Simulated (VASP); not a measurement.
A run of VASP 6.6.1:

The input INCAR:

```
SYSTEM = PbS
PREC     = Accurate       ! precision mode
ENCUT    = 600            ! plane-wave cutoff, eV
EDIFF    = 1E-6           ! SCF threshold, eV
ISMEAR   = 0              ! smearing method
SIGMA    = 0.1            ! smearing width, eV
LREAL    = .False.        ! projectors in reciprocal space
LASPH    = .True.         ! aspherical terms in the spheres
NELM     = 100            ! most SCF steps
ALGO     = Normal         ! electronic algorithm
ISIF     = 3              ! what is computed and relaxed
LWAVE    = .False.        ! write WAVECAR
LCHARG   = .False.        ! write CHGCAR
GGA      = PE             ! functional
IBRION   = 2              ! ionic algorithm
NSW      = 90             ! ionic steps
EDIFFG   = -0.04          ! ionic threshold
```

The input KPOINTS:

```
regular mesh
0
Gamma
  6 6 4
  0 0 0
```

POSCAR

```
PbS
1.0
    3.5509814700      0.0000000000      0.0000000000
   -1.7754907300      3.0752401600      0.0000000000
    0.0000000000      0.0000000000      6.6660594000
Pb S
2 2
Direct
    0.6666666700      0.3333333300      0.7500000000
    0.3333333300      0.6666666700      0.2500000000
    0.0000000000      0.0000000000      0.0000000000
    0.0000000000      0.0000000000      0.5000000000
```

Potentials or basis: VASP PAW PBE potentials, release 64 (Pb_d, S).

Launch:

```console
$ cat potpaw_PBE.64/Pb_d/POTCAR potpaw_PBE.64/S/POTCAR > POTCAR
$ mpirun -np 1 vasp_std > vasp.out
```

Hardware: 1 thread of Intel Xeon 6975P-C (shared host).

Estimate the wall time of this run.

It took 2.7 min on 1 thread of Intel Xeon 6975P-C, with other jobs on the host, peak memory 0.22 GiB. Counts: scf iterations 54, k points 21, ion steps 5.
